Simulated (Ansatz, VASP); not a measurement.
## BP: VASP beside Ansatz

The input INCAR:

```
SYSTEM = BP
PREC = Accurate
ENCUT = 520
EDIFF = 1E-6
ISMEAR = -1
SIGMA = 0.05
LREAL = .FALSE.
LASPH = .TRUE.
NELM = 80
ALGO = Normal
ISIF = 2
LWAVE = .FALSE.
LCHARG = .FALSE.
GGA = PE
NBANDS = 11
```

Contents of KPOINTS:

```
Automatic mesh
0
G
  15 15 15
  0 0 0
```

File POSCAR:

```
BP
1.0
    0.0000000000      2.2463100000      2.2690000000
    2.2463100000      0.0000000000      2.2690000000
    2.2463100000      2.2463100000      0.0000000000
B P
1 1
Direct
    0.0000000000      0.0000000000      0.0000000000
    0.7500000000      0.7500000000      0.7500000000
```

Input for Ansatz:

```yaml
crystal:
  lattice:
    - [0.0, 2.24631, 2.269]
    - [2.24631, 0.0, 2.269]
    - [2.24631, 2.24631, 0.0]
  atoms:
    - { symbol: B, position: [0.0, 0.0, 0.0] }
    - { symbol: P, position: [0.75, 0.75, 0.75] }
kpoints:
  mp_grid: { grid: [15, 15, 15] }
  band_path:
    path:
      - [0.0, 0.0, 0.0]
      - [0.5, 0.0, 0.5]
      - [0.75, 0.25, 0.5]
      - [0.5, 0.5, 0.5]
      - [0.0, 0.0, 0.0]
      - [0.5, 0.5, 0.0]
      - [0.6274875, 0.6274875, 0.254975]
      - [0.3725125, 0.3725125, 0.745025]
      - [0.0, 0.0, 0.0]
    npoints: 5
scf:
  occupations: { method: fermi_dirac, width: 0.05 }
hamiltonian:
  xc: pbe
  pseudopotentials: { kind: all_electron, lapw: { basis_error: 0.001 } }
output:
  forces: true
  stress: true
  eigenvalues: true
```

Change from the starting cell: equal xx and yy strain of -1 %.

Alike in both runs: task single point; functional PBE; k mesh 15 × 15 × 15; occupations fermi-dirac, width 0.05 eV; no spin polarisation.

|  | VASP | Ansatz |
| --- | --- | --- |
| version | VASP 6.6.1 | Ansatz 0.2.0 |
| potentials or method | VASP PAW PBE potentials, release 64 (B, P), cutoff 520 eV | all-electron LAPW, scalar-relativistic |

Ansatz gave:

| Quantity | Value |
| --- | --- |
| pressure (GPa) | 4.6 |
| traceless stress, the component that is largest in VASP (GPa) | -1.85 |

Question: Which values does VASP return?

Answer: Pressure (GPa): 4.3; traceless stress, the component that is largest in VASP (GPa): -1.85.

Ansatz ran all-electron here, and VASP with PAW potentials.
